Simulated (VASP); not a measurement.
# Si4HCl in VASP: single point with PBE+D3(BJ)

Aim: the single point of Si4HCl with PBE+D3(BJ).

All numbers are computed with VASP 6.6.1; they aren't measurements. Logs are shortened: lines on timing, memory, paths and dates and some standing lists are left out, and cuts for length are marked.

### 1 The cell of the first run

The cell holds a slab with vacuum, 24 atoms: a = 7.667 Å, b = 5.422 Å, c = 28.373 Å, α = 90.00°, β = 90.00°, γ = 90.00°.

### 2 Single point, PBE+D3(BJ)

INCAR reads:

```
ALGO     = Normal         # electronic algorithm
DIPOL    = 0.5 0.5 0.438
EDIFF    = 1E-6           # SCF threshold, eV
ENCUT    = 520            # plane-wave cutoff, eV
GGA      = PE             # functional
IDIPOL   = 3            
ISIF     = 2              # what is computed and relaxed
ISMEAR   = 0              # smearing method
IVDW     = 12             # dispersion correction
LASPH    = T              # aspherical terms in the spheres
LCHARG   = F              # write CHGCAR
LDIPOL   = T            
LREAL    = Auto         
LWAVE    = F              # write WAVECAR
NBANDS   = 66             # bands
NELM     = 80             # most SCF steps
PREC     = Accurate       # precision mode
SIGMA    = 0.05           # smearing width, eV
```

KPOINTS reads:

```
k-points
0
Gamma
  2 3 1
```

POSCAR reads:

```
Si4HCl
1.0
    7.6671877233      0.0000000000      0.0000000000
    0.0000000000      5.4215204318      0.0000000000
    0.0000000000      0.0000000000     28.3729680262
Si Cl H
16 4 4
Direct
    0.2500000000      0.0000000000      0.3416569655
    0.7500000000      0.0000000000      0.3416569655
    0.5000000000      0.2500000000      0.3416569655
    0.0000000000      0.2500000000      0.3416569655
    0.5000000000      0.5000000000      0.4092141181
    0.0000000000      0.5000000000      0.4092141181
    0.7500000000      0.7500000000      0.4092141181
    0.2500000000      0.7500000000      0.4092141181
    0.7501875745      0.0012844196      0.4760798129
    0.2501651851      0.0016448438      0.4760469373
    0.0001109591      0.2484188092      0.4759785395
    0.5002373311      0.2484127492      0.4760436336
    0.0003395619      0.5008514719      0.5431048641
    0.5002508886      0.5016908715      0.5431144199
    0.2500550209      0.7487452793      0.5431542818
    0.7504888014      0.7488637881      0.5432844023
    0.2499863452      0.8568481282      0.2746966612
    0.7500333130      0.8568338118      0.2746959073
    0.5000216799      0.3927222130      0.2746561631
   -0.0000046438      0.3925748572      0.2746396167
    0.0011247715      0.3364278165      0.5857327751
    0.4997785855      0.3381866157      0.5859514615
    0.2498575380      0.9114519191      0.5860768933
    0.7506348740      0.9123708690      0.5860770647
```

Potentials or basis: VASP PAW PBE potentials, release 64 (Si, Cl, H).

Launch:

```
$ cat potpaw_PBE.64/Si/POTCAR potpaw_PBE.64/Cl/POTCAR potpaw_PBE.64/H/POTCAR > POTCAR
$ mpirun -np 1 vasp_std > vasp.out
```

OUTCAR:

```text
EDIFF = 1E-6
   ENCUT = 520
   GGA = PE
   ISIF = 2
   ISMEAR = 0
   IVDW = 12
   LASPH = T
   LREAL = Auto
   NELM = 80
   PREC = Accurate
 IVDW          = 12

 ion  position               nearest neighbor table
   1  0.250  0.000  0.342-  17 2.05   8 2.35   3 2.35   4 2.35
   2  0.750  0.000  0.342-  18 2.05   7 2.35   3 2.35   4 2.35
   3  0.500  0.250  0.342-  19 2.05   5 2.35   1 2.35   2 2.35
   4  0.000  0.250  0.342-  20 2.05   6 2.35   1 2.35   2 2.35
   5  0.500  0.500  0.409-  12 2.34   3 2.35   8 2.35   7 2.35
   6  0.000  0.500  0.409-  11 2.33   4 2.35   8 2.35   7 2.35
[... 8 lines left out ...]
  15  0.250  0.749  0.543-  23 1.50  13 2.34  14 2.34  10 2.35
  16  0.750  0.749  0.543-  24 1.50  14 2.34  13 2.34   9 2.35
  17  0.250  0.857  0.275-   1 2.05
  18  0.750  0.857  0.275-   2 2.05
  19  0.500  0.393  0.275-   3 2.05
  20  1.000  0.393  0.275-   4 2.05
  21  0.001  0.336  0.586-  13 1.50
  22  0.500  0.338  0.586-  14 1.50
  23  0.250  0.911  0.586-  15 1.50
  24  0.751  0.912  0.586-  16 1.50

  LATTYP: Found a simple orthorhombic cell.
 ALAT       =     5.4215204318
 B/A-ratio  =     1.4142135624
 C/A-ratio  =     5.2333968641

  Lattice vectors:

 A1 = (   0.0000000000,  -5.4215204318,   0.0000000000)
 A2 = (   7.6671877233,   0.0000000000,   0.0000000000)
 A3 = (   0.0000000000,   0.0000000000,  28.3729680262)

Analysis of symmetry for initial positions (statically):
=====================================================================
 Subroutine PRICEL returns:
 Original cell was already a primitive cell.

 Routine SETGRP: Setting up the symmetry group for a
 simple orthorhombic supercell.

 Subroutine GETGRP returns: Found  1 space group operations
 (whereof  1 operations were pure point group operations)
 out of a pool of  8 trial point group operations.

The static configuration has the point symmetry C_1 .

Analysis of symmetry for dynamics (positions and initial velocities):
=====================================================================
 Subroutine PRICEL returns:
 Original cell was already a primitive cell.

 Routine SETGRP: Setting up the symmetry group for a
 simple orthorhombic supercell.

 Subroutine GETGRP returns: Found  1 space group operations
 (whereof  1 operations were pure point group operations)
 out of a pool of  8 trial point group operations.

The dynamic configuration has the point symmetry C_1 .

 Subroutine INISYM returns: Found  1 space group operations
 (whereof  1 operations are pure point group operations),
 and found     1 'primitive' translations

----------------------------------------------------------------------------------------

                                     Primitive cell

  volume of cell :    1179.4023

  direct lattice vectors                    reciprocal lattice vectors
     7.667187723  0.000000000  0.000000000     0.130425918  0.000000000  0.000000000
     0.000000000  5.421520432  0.000000000     0.000000000  0.184450103  0.000000000
     0.000000000  0.000000000 28.372968026     0.000000000  0.000000000  0.035244815

  length of vectors
     7.667187723  5.421520432 28.372968026     0.130425918  0.184450103  0.035244815

  position of ions in fractional coordinates (direct lattice)
     0.250000000  0.000000000  0.341656966
     0.750000000  0.000000000  0.341656966
     0.500000000  0.250000000  0.341656966
     0.000000000  0.250000000  0.341656966
     0.500000000  0.500000000  0.409214118
     0.000000000  0.500000000  0.409214118
[... 16 lines left out ...]
     0.249857538  0.911451919  0.586076893
     0.750634874  0.912370869  0.586077065

  ion indices of the primitive-cell ions
   primitive index   ion index
                 1           1
                 2           2
                 3           3
                 4           4
                 5           5
                 6           6
[... 16 lines left out ...]
                23          23
                24          24

----------------------------------------------------------------------------------------

 KPOINTS: k-points

Automatic generation of k-mesh.
 Grid dimensions read from file:
 generate k-points for:    2    3    1

 Generating k-lattice:

  Cartesian coordinates                     Fractional coordinates (reciprocal lattice)
     0.065212959  0.000000000  0.000000000     0.500000000  0.000000000  0.000000000
     0.000000000  0.061483368  0.000000000     0.000000000  0.333333333  0.000000000
     0.000000000  0.000000000  0.035244815     0.000000000  0.000000000  1.000000000

  Length of vectors
     0.065212959  0.061483368  0.035244815

  Shift w.r.t. Gamma in fractional coordinates (k-lattice)
     0.000000000  0.000000000  0.000000000

 Subroutine IBZKPT returns following result:
 ===========================================

 Found      4 irreducible k-points:

 Following reciprocal coordinates:
            Coordinates               Weight
  0.000000  0.000000  0.000000      1.000000
  0.500000  0.000000  0.000000      1.000000
  0.000000  0.333333  0.000000      2.000000
  0.500000  0.333333  0.000000      2.000000
   k-points           NKPTS =      4   k-points in BZ     NKDIM =      4   number of bands    NBANDS=     66
   number of dos      NEDOS =    301   number of ions     NIONS =     24
   total plane-waves  NPLWV = 518400
   dimension x,y,z NGX =    60 NGY =   40 NGZ =  216
   dimension x,y,z NGXF=   120 NGYF=   80 NGZF=  432
   ions per type =              16   4   4
   NGX,Y,Z   is equivalent  to a cutoff of  13.01, 12.27, 12.66 a.u.
   NGXF,Y,Z  is equivalent  to a cutoff of  26.02, 24.53, 25.31 a.u.
 SYSTEM =  unknown system
   PREC   = accura    normal or accurate (medium, high low for compatibility)
   ISTART =      0    job   : 0-new  1-cont  2-samecut
   ICHARG =      2    charge: 1-file 2-atom 10-const
   ISPIN  =      1    spin polarized calculation?
   LNONCOLLINEAR =      F non collinear calculations
   LSORBIT =      F    spin-orbit coupling
   LASPH  =      T    aspherical Exc in radial PAW
   ENCUT  =  520.0 eV  38.22 Ry    6.18 a.u.  14.26 10.08 52.75*2*pi/ulx,y,z
   NELM   =     80;   NELMIN=  2; NELMDL= -5     # of ELM steps
   EDIFF  = 0.1E-05   stopping-criterion for ELM
   LREAL  =      T    real-space projection
   EDIFFG = 0.1E-04   stopping-criterion for IOM
   NSW    =      0    number of steps for IOM
   IBRION =     -1    ionic relax: 0-MD 1-quasi-New 2-CG
   NFREE  =      0    steps in history (QN), initial steepest desc. (CG)
   ISIF   =      2    stress and relaxation
   ISYM   =      2    0-nonsym 1-usesym 2-fastsym
   POTIM  = 0.5000    time-step for ionic-motion
   TEBEG  =    0.0;   TEEND  =   0.0 temperature during run
   PSTRESS=    0.0 pullay stress
   NELECT =      96.0000    total number of electrons
   NUPDOWN=      -1.0000    fix difference up-down
   EMIN   =  10.00;   EMAX   =-10.00  energy-range for DOS
   EFERMI =   0.00;   METHOD = LEGACY
   ISMEAR =     0;   SIGMA  =   0.05  broadening in eV -4-tet -1-fermi 0-gaus
   EFERMI_NEDOS =   21; number of points for ismear=-14 and -15
   IALGO  =     38    algorithm
   IMIX   =      4    mixing-type and parameters
     AMIX     =   0.40;   BMIX     =  1.00
     AMIX_MAG =   1.60;   BMIX_MAG =  1.00
  volume/ion in A,a.u.               =      49.14       331.62
  Fermi-wavevector in a.u.,A,eV,Ry     =   0.709487  1.340736  6.848794  0.503372
  Thomas-Fermi vector in A             =   1.796082
   LORBIT       =      0    0 simple, 1 ext, 2 COOP (PROOUT), +10 PAW based schemes
   GGA     = PE    functional components
   LHFCALC =     F    Hartree Fock is set to
   AEXX    =    0.0000 exact exchange contribution
   IVDW    =    12    specifies the selected vdW correction
   LEPSILON=     F    determine dielectric tensor
   LRPA    =     F    only Hartree local field effects (RPA)
 non-spin polarized calculation
 Gauss-broadening in eV      SIGMA  =   0.05
  energy-cutoff  :      520.00
  volume of cell :     1179.40
 maximum number of plane-waves:     31798
 NGX is ok and might be reduce to    60
   NGX = 29   NGY = 21   NGZ =105

 number of electron      96.0000006 magnetization

 dipolmoment           0.000000      0.000000     -0.265378 electrons x Angstroem

 Free energy of the ion-electron system (eV)
  ---------------------------------------------------
  ext. energy  EPLUGINS =         0.00000000
  ---------------------------------------------------
  free energy    TOTEN  =      -111.57923308 eV

  energy without entropy =     -111.57923308  energy(sigma->0) =     -111.57923308

 E-fermi :  -1.2091     XC(G=0):  -3.7681

 val. band max:       -1.4549624367   @ k =   0.0000   0.0000   0.0000
 cond. band min:      -0.4605420574   @ k =   0.0000   0.0000   0.0000
 fundamental gap:      0.9944203793
 Fermi energy:        -1.2091204073

 k-point     1 :       0.0000    0.0000    0.0000
  band No.  band energies     occupation
      1     -17.5218      2.00000
      2     -17.0012      2.00000
      3     -16.9996      2.00000
      4     -16.6787      2.00000
      5     -13.1148      2.00000
      6     -12.0035      2.00000
[... 52 lines left out ...]
     59       1.4924      0.00000
     60       1.4940      0.00000

 k-point     2 :       0.5000    0.0000    0.0000
  band No.  band energies     occupation
      1     -17.3542      2.00000
      2     -17.3538      2.00000
      3     -16.7475      2.00000
      4     -16.7470      2.00000
      5     -12.5793      2.00000
      6     -12.5771      2.00000
[... 52 lines left out ...]
     59       2.0052      0.00000
     60       2.0097      0.00000

 k-point     3 :       0.0000    0.3333    0.0000
  band No.  band energies     occupation
      1     -17.3334      2.00000
      2     -16.9945      2.00000
      3     -16.9929      2.00000
      4     -16.9142      2.00000
      5     -12.6524      2.00000
      6     -11.6768      2.00000
[... 52 lines left out ...]
     59       1.5135      0.00000
     60       1.7220      0.00000

 k-point     4 :       0.5000    0.3333    0.0000
  band No.  band energies     occupation
      1     -17.2114      2.00000
      2     -17.2111      2.00000
      3     -16.9083      2.00000
      4     -16.9078      2.00000
      5     -12.1411      2.00000
      6     -12.1389      2.00000
[... 52 lines left out ...]
     59       2.2371      0.00000
     60       2.2386      0.00000
 [bands above 60 left out]

------------------------ aborting loop because EDIFF is reached ----------------------------------------

 vacuum level on the upper side and lower side of the slab       (xc-potential included)        -0.700         0.441

 Edisp (eV)   -4.87966

 E8    (eV) :    -2.0075

  FORCE on cell =-STRESS in cart. coord.  units (eV):
  Direction    XX          YY          ZZ          XY          YZ          ZX
  --------------------------------------------------------------------------------------
  -------------------------------------------------------------------------------------
  Total       6.01402     7.42723    -2.09937     0.01006    -0.01067    -0.03306
  in kB       8.16984    10.08963    -2.85192     0.01366    -0.01449    -0.04491
  external pressure =        5.14 kB  Pullay stress =        0.00 kB

 VOLUME and BASIS-vectors are now :
 -----------------------------------------------------------------------------
  energy-cutoff  :      520.00
  volume of cell :     1179.40
      direct lattice vectors                 reciprocal lattice vectors
     7.667187723  0.000000000  0.000000000     0.130425918  0.000000000  0.000000000
     0.000000000  5.421520432  0.000000000     0.000000000  0.184450103  0.000000000
     0.000000000  0.000000000 28.372968026     0.000000000  0.000000000  0.035244815

 POSITION                                       TOTAL-FORCE (eV/Angst)
 -----------------------------------------------------------------------------------
      1.91680      0.00000      9.69382         0.000690      0.557392      0.156207
      5.75039      0.00000      9.69382         0.000225      0.558754      0.156565
      3.83359      1.35538      9.69382         0.000494     -0.558418      0.152827
      0.00000      1.35538      9.69382         0.000376     -0.556968      0.150807
      3.83359      2.71076     11.61062         0.002849      0.258875     -0.192878
      0.00000      2.71076     11.61062        -0.000579      0.266372     -0.202932
[... 16 lines left out ...]
      1.91570      4.94146     16.62874         0.000468     -0.006342     -0.012900
      5.75526      4.94644     16.62875        -0.000793     -0.008029     -0.005786
 -----------------------------------------------------------------------------------
    total drift:                                0.000070      0.000840     -0.016298

  FREE ENERGIE OF THE ION-ELECTRON SYSTEM (eV)
  ---------------------------------------------------
  free  energy   TOTEN  =      -116.4588934784 eV

  energy  without entropy=     -116.4588934784  energy(sigma->0) =     -116.45889348

 vacuum level on the upper side and lower side of the slab         2.925         4.084
```

It took 19 min on 1 thread of Intel Xeon Platinum 8488C (Sapphire Rapids), shared host; peak memory 1 GiB.

Results:

```yaml
Free_energy: -116.4589 eV
Largest_force: 0.580 eV/Å
Band_gap_on_the_k_mesh: 0.99 eV
Dispersion_energy_per_atom: -0.203 eV
```

Forces in eV/Å, atoms in the order of the input:
```
Si   0.001  0.557  0.156
Si   0.000  0.559  0.157
Si   0.000 -0.558  0.153
Si   0.000 -0.557  0.151
Si   0.003  0.259 -0.193
Si  -0.001  0.266 -0.203
Si   0.000 -0.264 -0.189
Si   0.002 -0.261 -0.187
Si   0.002  0.001 -0.002
Si  -0.004 -0.005 -0.003
Si  -0.002 -0.001 -0.003
Si   0.001  0.008 -0.002
Si  -0.002  0.014 -0.007
Si   0.000 -0.009  0.018
Si   0.007  0.000  0.001
Si  -0.005 -0.012 -0.010
Cl   0.000  0.012  0.046
Cl   0.000  0.013  0.047
Cl   0.000 -0.013  0.046
Cl   0.000 -0.012  0.048
H   -0.006  0.005  0.011
H    0.002  0.013 -0.016
H    0.000 -0.006 -0.013
H   -0.001 -0.008 -0.006
```
